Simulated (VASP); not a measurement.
A run of VASP 6.6.1 is set up as follows.

Contents of INCAR:

```
PREC     = Accurate       # precision mode
ENCUT    = 600            # plane-wave cutoff, eV
EDIFF    = 1E-7           # SCF threshold, eV
ISMEAR   = 0              # smearing method
SIGMA    = 0.1            # smearing width, eV
LREAL    = False          # projectors in reciprocal space
LASPH    = True           # aspherical terms in the spheres
NELM     = 80             # most SCF steps
ALGO     = Normal         # electronic algorithm
ISIF     = 3              # what is computed and relaxed
LWAVE    = False          # write WAVECAR
LCHARG   = False          # write CHGCAR
GGA      = PE             # functional
IBRION   = 2              # ionic algorithm
NSW      = 90             # ionic steps
EDIFFG   = -0.04          # ionic threshold
```

Contents of KPOINTS:

```
regular mesh
0
Gamma
  6 6 2
```

Contents of POSCAR:

```
Al2BN3
1.0
    3.2046086500      0.0000000000      0.0000000000
   -1.6023043300      2.7752725000      0.0000000000
    0.0000000000      0.0000000000      7.8496560200
Al B N
2 1 3
Direct
    0.0000000000      0.0000000000      0.0000000000
    0.3333333300      0.6666666700      0.6666666700
    0.6666666700      0.3333333300      0.3333333300
    0.0000000000      0.0000000000      0.7500000000
    0.3333333300      0.6666666700      0.4166666700
    0.6666666700      0.3333333300      0.0833333300
```

Potentials or basis: VASP PAW PBE potentials, release 64 (Al, B, N).

The run is started by

```console
$ cat potpaw_PBE.64/Al/POTCAR potpaw_PBE.64/B/POTCAR potpaw_PBE.64/N/POTCAR > POTCAR
$ mpirun -np 1 vasp_std > vasp.out
```

(1) Predict the relaxed volume.

(2) Estimate the relaxed cell.

(3) Estimate the space group after relaxing (to 0.05 Å).

(4) What does it give for the band gap on the k mesh?

Results:

(1) 9.13 Å³/atom.

(2) a = 2.958 Å, b = 2.958 Å, c = 7.230 Å, α = 90.00°, β = 90.00°, γ = 120.00°.

(3) P3m1 (No. 156).

(4) 3.10 eV, indirect (least direct gap 4.07 eV).

Caveat: the volume moved by over 15 % at a fixed basis, so the end points are rough.
